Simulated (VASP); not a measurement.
**SiO2: relaxation of cell and atoms with PBE**

The system is SiO2.

```
Si O
1.0
    -2.37405    2.37405    3.74400
     2.37405   -2.37405    3.74400
     2.37405    2.37405   -3.74400
Si O
2 4
Direct
  0.00000 0.00000 0.00000
  0.75000 0.25000 0.50000
  0.99838 0.62500 0.87338
  0.37500 0.24838 0.37338
  0.75162 0.12500 0.12662
  0.87500 0.00162 0.62662
```

* Program: VASP 6.6.1
* Task: relaxation of cell and atoms
* Functional: PBE
* Potentials or basis: VASP PAW PBE potentials, release 64 (Si, O)
* Cutoff: 600 eV
* k mesh: 8 × 8 × 8
* Occupations: gaussian, width 0.02 eV
* Spin: no spin polarisation
* Dipole correction: no
* Further INCAR settings: ALGO = Normal; EDIFF = 1e-06; IBRION = 2; EDIFFG = -0.005; NSW = 100; ISIF = 3

```yaml
Relaxed_volume: 15.58 Å³/atom
Relaxed_cell: a = 5.126 Å, b = 5.126 Å, c = 5.126 Å, α = 121.18°, β = 121.18°, γ = 87.97°
Space_group_after_relaxing_to_0.05_Å: I-42d (No. 122)
Energy_gained_by_relaxing: 14.1 meV/atom
Ionic_steps: 16
Pressure_after_relaxing: 0.0 GPa
Band_gap_on_the_k_mesh: 5.73 eV, direct
```

The path:
```
step  energy change (eV)  largest force (eV/Å)  pressure (GPa)  volume (Å³)
   1              0.0000                0.1282            3.44        84.41
   2              0.0092                0.4607           -3.99        88.15
   3             -0.0193                0.1464           -0.08        86.07
   4             -0.0267                0.1446           -0.06        86.35
   5             -0.0439                0.1423            0.03        87.17
   6             -0.0559                0.1346            0.08        88.73
   7             -0.0665                0.0466            0.79        89.46
   8             -0.0734                0.0646            1.76        90.55
   9             -0.0775                0.0380            1.25        91.13
  10             -0.0831                0.0431           -0.25        92.87
  11             -0.0831                0.0472           -0.39        93.00
  12             -0.0831                0.0460           -0.36        92.95
  13             -0.0835                0.0391           -0.32        93.09
  14             -0.0842                0.0226           -0.27        93.48
  15             -0.0843                0.0161           -0.24        93.67
  16             -0.0844                0.0003            0.03        93.46
```

Final structure:
```
Si O
1.0
    -2.51709    2.51709    3.68792
     2.51709   -2.51709    3.68792
     2.51709    2.51709   -3.68792
Si O
2 4
Direct
  0.00000 0.00000 0.00000
  0.75000 0.25000 0.50000
  0.96573 0.62500 0.84073
  0.37500 0.21573 0.34073
  0.78427 0.12500 0.15927
  0.87500 0.03427 0.65927
```

Levels at points of the mesh, in eV from the valence-band top:
```csv
k point,band 13,band 14,band 15,band 16,band 17,band 18,band 19,band 20
"(0.00, 0.00, 0.00)",-1.56,-0.63,0.00,0.00,5.73,8.72,10.18,10.23
"(0.50, 0.00, 0.00)",-1.49,-0.80,-0.52,-0.13,7.92,8.81,9.56,10.02
"(0.50, 0.50, 0.00)",-0.99,-0.99,-0.36,-0.36,8.89,8.89,10.02,10.02
"(0.50, 0.50, 0.50)",-1.43,-1.43,-0.35,-0.35,8.72,8.72,10.21,10.21
```

Wall time 8 min on 1 thread of Intel(R) Xeon(R) 6975P-C (Granite Rapids), with other jobs on the host, peak memory 0.3 GiB.

Caveat: the volume moved by +11 % from the deposited cell, more than functionals usually miss. Zero-point motion and thermal expansion aren't in these numbers.
